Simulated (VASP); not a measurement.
# Ti12Si in VASP: single point with PBE

Aim: the single point of Ti12Si with PBE.

All numbers are computed with VASP 6.6.1; they aren't measurements. Logs are shortened: lines on timing, memory, paths and dates and some standing lists are left out, and cuts for length are marked.

## 1. The cell of the first run

The cell holds a slab with vacuum, 13 atoms: a = 5.815 Å, b = 5.815 Å, c = 19.306 Å, α = 90.00°, β = 90.00°, γ = 90.00°.

## 2. Single point, PBE

INCAR reads:

```
PREC = Accurate
ENCUT = 520
EDIFF = 1E-6
ISMEAR = 0
SIGMA = 0.1
LREAL = False
LASPH = True
NELM = 80
ALGO = Normal
ISIF = 2
LWAVE = False
LCHARG = True
LDIPOL = True
IDIPOL = 3
DIPOL = 0.5 0.5 0.321
GGA = PE
LELF = True
LVHAR = True
LVACPOTAV = True
NBANDS = 86
```

KPOINTS reads:

```
regular mesh
0
Gamma
  5 5 1
```

POSCAR reads:

```
Ti12Si
1.0
    5.8150893847      0.0000000000      0.0000000000
    0.0000000000      5.8150893847      0.0000000000
    0.0000000000      0.0000000000     19.3059825436
Ti Si
12 1
Direct
    0.2500000000      0.2500000000      0.2071896621
    0.2500000000      0.7500000000      0.2071896621
    0.7500000000      0.2500000000      0.2071896621
    0.7500000000      0.7500000000      0.2071896621
    0.0000000000      0.0000000000      0.3057583574
    0.0000000000      0.5000000000      0.3057583574
    0.5000000000      0.0000000000      0.3057583574
    0.5000000000      0.5000000000      0.3057583574
    0.2500000000      0.2500000000      0.4043297214
    0.2500000000      0.7500000000      0.4043297214
    0.7500000000      0.2500000000      0.4043297214
    0.7500000000      0.7500000000      0.4043297214
    0.3333333333      0.5000000000      0.5035802995
```

Potentials or basis: VASP PAW PBE potentials, release 64 (Ti_sv, Si).

Command:

```sh
> cat potpaw_PBE.64/Ti_sv/POTCAR potpaw_PBE.64/Si/POTCAR > POTCAR
> mpirun -np 1 vasp_std > vasp.out
```

OUTCAR:

```text
PREC = Accurate
   ENCUT = 520
   EDIFF = 1E-6
   ISMEAR = 0
   LREAL = False
   LASPH = True
   NELM = 80
   ISIF = 2
   GGA = PE

 ion  position               nearest neighbor table
   1  0.250  0.250  0.207-   5 2.80   6 2.80   7 2.80   8 2.80   2 2.91   3 2.91   2 2.91   3 2.91

   2  0.250  0.750  0.207-   5 2.80   6 2.80   7 2.80   8 2.80   1 2.91   4 2.91   1 2.91   4 2.91

   3  0.750  0.250  0.207-   5 2.80   6 2.80   7 2.80   8 2.80   1 2.91   4 2.91   4 2.91   1 2.91

   4  0.750  0.750  0.207-   5 2.80   6 2.80   7 2.80   8 2.80   2 2.91   3 2.91   3 2.91   2 2.91

   5  0.000  0.000  0.306-   1 2.80   2 2.80   3 2.80   4 2.80   9 2.80  10 2.80  11 2.80  12 2.80
                             6 2.91   7 2.91   6 2.91   7 2.91
   6  0.000  0.500  0.306-   1 2.80   2 2.80   3 2.80   4 2.80   9 2.80  10 2.80  11 2.80  12 2.80
                             5 2.91   8 2.91   5 2.91   8 2.91
   7  0.500  0.000  0.306-   1 2.80   2 2.80   3 2.80   4 2.80   9 2.80  10 2.80  11 2.80  12 2.80
                             5 2.91   8 2.91   8 2.91   5 2.91
   8  0.500  0.500  0.306-   1 2.80   2 2.80   3 2.80   4 2.80   9 2.80  10 2.80  11 2.80  12 2.80
                             6 2.91   7 2.91   7 2.91   6 2.91
   9  0.250  0.250  0.404-  13 2.45   6 2.80   7 2.80   8 2.80   5 2.80  11 2.91  10 2.91  10 2.91
                            11 2.91
  10  0.250  0.750  0.404-  13 2.45   6 2.80   7 2.80   8 2.80   5 2.80  12 2.91   9 2.91   9 2.91
                            12 2.91
  11  0.750  0.250  0.404-   5 2.80   6 2.80   7 2.80   8 2.80   9 2.91  12 2.91  12 2.91   9 2.91

  12  0.750  0.750  0.404-   5 2.80   6 2.80   7 2.80   8 2.80  10 2.91  11 2.91  11 2.91  10 2.91

  13  0.333  0.500  0.504-   9 2.45  10 2.45

  LATTYP: Found a simple tetragonal cell.
 ALAT       =     5.8150893847
 C/A-ratio  =     3.3199803591

  Lattice vectors:

 A1 = (   5.8150893847,   0.0000000000,   0.0000000000)
 A2 = (   0.0000000000,   5.8150893847,   0.0000000000)
 A3 = (   0.0000000000,   0.0000000000,  19.3059825436)

Analysis of symmetry for initial positions (statically):
=====================================================================
 Subroutine PRICEL returns:
 Original cell was already a primitive cell.

 Routine SETGRP: Setting up the symmetry group for a
 simple tetragonal supercell.

 Subroutine GETGRP returns: Found  2 space group operations
 (whereof  2 operations were pure point group operations)
 out of a pool of 16 trial point group operations.

The static configuration has the point symmetry C_1h.

Analysis of symmetry for dynamics (positions and initial velocities):
=====================================================================
 Subroutine PRICEL returns:
 Original cell was already a primitive cell.

 Routine SETGRP: Setting up the symmetry group for a
 simple tetragonal supercell.

 Subroutine GETGRP returns: Found  2 space group operations
 (whereof  2 operations were pure point group operations)
 out of a pool of 16 trial point group operations.

The dynamic configuration has the point symmetry C_1h.

 Subroutine INISYM returns: Found  2 space group operations
 (whereof  2 operations are pure point group operations),
 and found     1 'primitive' translations

----------------------------------------------------------------------------------------

                                     Primitive cell

  volume of cell :     652.8369

  direct lattice vectors                    reciprocal lattice vectors
     5.815089385  0.000000000  0.000000000     0.171966402  0.000000000  0.000000000
     0.000000000  5.815089385  0.000000000     0.000000000  0.171966402  0.000000000
     0.000000000  0.000000000 19.305982544     0.000000000  0.000000000  0.051797416

  length of vectors
     5.815089385  5.815089385 19.305982544     0.171966402  0.171966402  0.051797416

  position of ions in fractional coordinates (direct lattice)
     0.250000000  0.250000000  0.207189662
     0.250000000  0.750000000  0.207189662
     0.750000000  0.250000000  0.207189662
     0.750000000  0.750000000  0.207189662
     0.000000000  0.000000000  0.305758357
     0.000000000  0.500000000  0.305758357
     0.500000000  0.000000000  0.305758357
     0.500000000  0.500000000  0.305758357
     0.250000000  0.250000000  0.404329721
     0.250000000  0.750000000  0.404329721
     0.750000000  0.250000000  0.404329721
     0.750000000  0.750000000  0.404329721
     0.333333333  0.500000000  0.503580300

  ion indices of the primitive-cell ions
   primitive index   ion index
                 1           1
                 2           2
                 3           3
                 4           4
                 5           5
                 6           6
                 7           7
                 8           8
                 9           9
                10          10
                11          11
                12          12
                13          13

----------------------------------------------------------------------------------------

 KPOINTS: regular mesh

Automatic generation of k-mesh.
 Grid dimensions read from file:
 generate k-points for:    5    5    1

 Generating k-lattice:

  Cartesian coordinates                     Fractional coordinates (reciprocal lattice)
     0.034393280  0.000000000  0.000000000     0.200000000  0.000000000  0.000000000
     0.000000000  0.034393280  0.000000000     0.000000000  0.200000000  0.000000000
     0.000000000  0.000000000  0.051797416     0.000000000  0.000000000  1.000000000

  Length of vectors
     0.034393280  0.034393280  0.051797416

  Shift w.r.t. Gamma in fractional coordinates (k-lattice)
     0.000000000  0.000000000  0.000000000

 Subroutine IBZKPT returns following result:
 ===========================================

 Found      9 irreducible k-points:

 Following reciprocal coordinates:
            Coordinates               Weight
  0.000000  0.000000  0.000000      1.000000
  0.200000  0.000000  0.000000      2.000000
  0.000000  0.200000  0.000000      2.000000
  0.400000  0.000000  0.000000      2.000000
  0.000000  0.400000  0.000000      2.000000
  0.200000  0.200000  0.000000      4.000000
  0.400000  0.200000  0.000000      4.000000
 -0.200000  0.400000  0.000000      4.000000
  0.400000  0.400000  0.000000      4.000000
   k-points           NKPTS =      9   k-points in BZ     NKDIM =      9   number of bands    NBANDS=     86
   number of dos      NEDOS =    301   number of ions     NIONS =     13
   total plane-waves  NPLWV = 331776
   dimension x,y,z NGX =    48 NGY =   48 NGZ =  144
   dimension x,y,z NGXF=    96 NGYF=   96 NGZF=  288
   ions per type =              12   1
   NGX,Y,Z   is equivalent  to a cutoff of  13.72, 13.72, 12.40 a.u.
   NGXF,Y,Z  is equivalent  to a cutoff of  27.45, 27.45, 24.80 a.u.
 SYSTEM =  unknown system
   PREC   = accura    normal or accurate (medium, high low for compatibility)
   ISTART =      0    job   : 0-new  1-cont  2-samecut
   ICHARG =      2    charge: 1-file 2-atom 10-const
   ISPIN  =      1    spin polarized calculation?
   LNONCOLLINEAR =      F non collinear calculations
   LSORBIT =      F    spin-orbit coupling
   LASPH  =      T    aspherical Exc in radial PAW
   ENCUT  =  520.0 eV  38.22 Ry    6.18 a.u.  10.81 10.81 35.90*2*pi/ulx,y,z
   NELM   =     80;   NELMIN=  2; NELMDL= -5     # of ELM steps
   EDIFF  = 0.1E-05   stopping-criterion for ELM
   LREAL  =      F    real-space projection
   EDIFFG = 0.1E-04   stopping-criterion for IOM
   NSW    =      0    number of steps for IOM
   IBRION =     -1    ionic relax: 0-MD 1-quasi-New 2-CG
   NFREE  =      0    steps in history (QN), initial steepest desc. (CG)
   ISIF   =      2    stress and relaxation
   ISYM   =      2    0-nonsym 1-usesym 2-fastsym
   POTIM  = 0.5000    time-step for ionic-motion
   TEBEG  =    0.0;   TEEND  =   0.0 temperature during run
   PSTRESS=    0.0 pullay stress
   NELECT =     148.0000    total number of electrons
   NUPDOWN=      -1.0000    fix difference up-down
   EMIN   =  10.00;   EMAX   =-10.00  energy-range for DOS
   EFERMI =   0.00;   METHOD = LEGACY
   ISMEAR =     0;   SIGMA  =   0.10  broadening in eV -4-tet -1-fermi 0-gaus
   EFERMI_NEDOS =   21; number of points for ismear=-14 and -15
   IALGO  =     38    algorithm
   IMIX   =      4    mixing-type and parameters
     AMIX     =   0.40;   BMIX     =  1.00
     AMIX_MAG =   1.60;   BMIX_MAG =  1.00
  volume/ion in A,a.u.               =      50.22       338.89
  Fermi-wavevector in a.u.,A,eV,Ry     =   0.998222  1.886366 13.557489  0.996447
  Thomas-Fermi vector in A             =   2.130431
   LORBIT       =      0    0 simple, 1 ext, 2 COOP (PROOUT), +10 PAW based schemes
   GGA     = PE    functional components
   LHFCALC =     F    Hartree Fock is set to
   AEXX    =    0.0000 exact exchange contribution
   IVDW    =     0    specifies the selected vdW correction
   LEPSILON=     F    determine dielectric tensor
   LRPA    =     F    only Hartree local field effects (RPA)
 non-spin polarized calculation
 Gauss-broadening in eV      SIGMA  =   0.10
  energy-cutoff  :      520.00
  volume of cell :      652.84
 maximum number of plane-waves:     17596
 NGX is ok and might be reduce to    48
   NGX = 21   NGY = 21   NGZ = 71

 dipolmoment           0.000000      0.000000     -0.873547 electrons x Angstroem

 number of electron     148.0000053 magnetization

 dipolmoment           0.000000      0.000000      0.191406 electrons x Angstroem

 Free energy of the ion-electron system (eV)
  ---------------------------------------------------
  ext. energy  EPLUGINS =         0.00000000
  ---------------------------------------------------
  free energy    TOTEN  =       -91.69671776 eV

  energy without entropy =      -91.55913661  energy(sigma->0) =      -91.62792719

 E-fermi :   0.1212     XC(G=0):  -5.0043

 val. band max:        0.1170479082   @ k =   0.0000   0.0000   0.0000
 cond. band min:       0.1228298655   @ k =   0.4000   0.2000   0.0000
 fundamental gap:      0.0057819573
 Fermi energy:         0.1212185674

 k-point     1 :       0.0000    0.0000    0.0000
  band No.  band energies     occupation
      1     -56.7687      2.00000
      2     -56.7236      2.00000
      3     -56.6925      2.00000
      4     -56.6436      2.00000
      5     -56.6342      2.00000
      6     -56.5936      2.00000
[... 78 lines left out ...]
     85       1.0129      0.00000
     86       1.0393      0.00000

 k-point     2 :       0.2000    0.0000    0.0000
  band No.  band energies     occupation
      1     -56.7679      2.00000
      2     -56.7232      2.00000
      3     -56.6887      2.00000
      4     -56.6408      2.00000
      5     -56.6383      2.00000
      6     -56.5965      2.00000
[... 612 lines left out ...]
     85       1.1499      0.00000
     86       1.1726      0.00000

 k-point     9 :       0.4000    0.4000    0.0000
  band No.  band energies     occupation
      1     -56.7515      2.00000
      2     -56.7379      2.00000
      3     -56.6649      2.00000
      4     -56.6509      2.00000
      5     -56.6315      2.00000
      6     -56.6177      2.00000
[... 78 lines left out ...]
     85       1.0110      0.00000
     86       1.0745      0.00000

------------------------ aborting loop because EDIFF is reached ----------------------------------------

  FORCE on cell =-STRESS in cart. coord.  units (eV):
  Direction    XX          YY          ZZ          XY          YZ          ZX
  --------------------------------------------------------------------------------------
  -------------------------------------------------------------------------------------
  Total       -5.7839219     -3.1349718      1.6026127      0.0000000      0.0000000      1.1476285
  in kB      -14.1947681     -7.6937756      3.9330953      0.0000000      0.0000000      2.8164834
  external PRESSURE =      -5.9851495 kB  Pullay stress =       0.0000000 kB

 VOLUME and BASIS-vectors are now :
 -----------------------------------------------------------------------------
  energy-cutoff  :      520.00
  volume of cell :      652.84
      direct lattice vectors                 reciprocal lattice vectors
     5.815089385  0.000000000  0.000000000     0.171966402  0.000000000  0.000000000
     0.000000000  5.815089385  0.000000000     0.000000000  0.171966402  0.000000000
     0.000000000  0.000000000 19.305982544     0.000000000  0.000000000  0.051797416

 POSITION                                       TOTAL-FORCE (eV/Angst)
 -----------------------------------------------------------------------------------
      1.45377      1.45377      4.00000         0.004423      0.023048     -0.028155
      1.45377      4.36132      4.00000         0.004423     -0.023048     -0.028155
      4.36132      1.45377      4.00000        -0.005373     -0.003134      0.131593
      4.36132      4.36132      4.00000        -0.005373      0.003134      0.131593
      0.00000      0.00000      5.90297        -0.218102      0.000000     -0.292399
      0.00000      2.90754      5.90297        -0.137750      0.000000     -0.309138
      2.90754      0.00000      5.90297         0.284946      0.000000     -0.306529
      2.90754      2.90754      5.90297         0.136269      0.000000     -0.399470
      1.45377      1.45377      7.80598        -0.018318     -0.114424      0.072202
      1.45377      4.36132      7.80598        -0.018318      0.114424      0.072202
      4.36132      1.45377      7.80598        -0.343243     -0.045152      0.485099
      4.36132      4.36132      7.80598        -0.343243      0.045152      0.485099
      1.93836      2.90754      9.72211         0.659660      0.000000     -0.013941
 -----------------------------------------------------------------------------------
    total drift:                               -0.000259      0.000000      0.000489

  FREE ENERGIE OF THE ION-ELECTRON SYSTEM (eV)
  ---------------------------------------------------
  free  energy   TOTEN  =       -91.6967177622 eV

  energy  without entropy=      -91.5591366145  energy(sigma->0) =      -91.62792719

 vacuum level on the upper side and lower side of the slab         4.958         3.934
```

Wall time 46 min (1 thread of Intel Xeon Platinum 8259CL at 2.50GHz (Skylake/Cascade Lake), shared host); peak memory 0.84 GiB.

What came out:

| Property | Result |
| --- | --- |
| Free energy | -91.6967 eV |
| Largest force | 0.660 eV/Å |
| Band gap on the k mesh | zero (band 74 reaches 0.17 eV, above the bottom of band 75 at -0.04 eV) |

Forces in eV/Å, atoms in the order of the input:
```
Ti   0.004  0.023 -0.028
Ti   0.004 -0.023 -0.028
Ti  -0.005 -0.003  0.132
Ti  -0.005  0.003  0.132
Ti  -0.218  0.000 -0.292
Ti  -0.138  0.000 -0.309
Ti   0.285  0.000 -0.307
Ti   0.136  0.000 -0.399
Ti  -0.018 -0.114  0.072
Ti  -0.018  0.114  0.072
Ti  -0.343 -0.045  0.485
Ti  -0.343  0.045  0.485
Si   0.660  0.000 -0.014
```
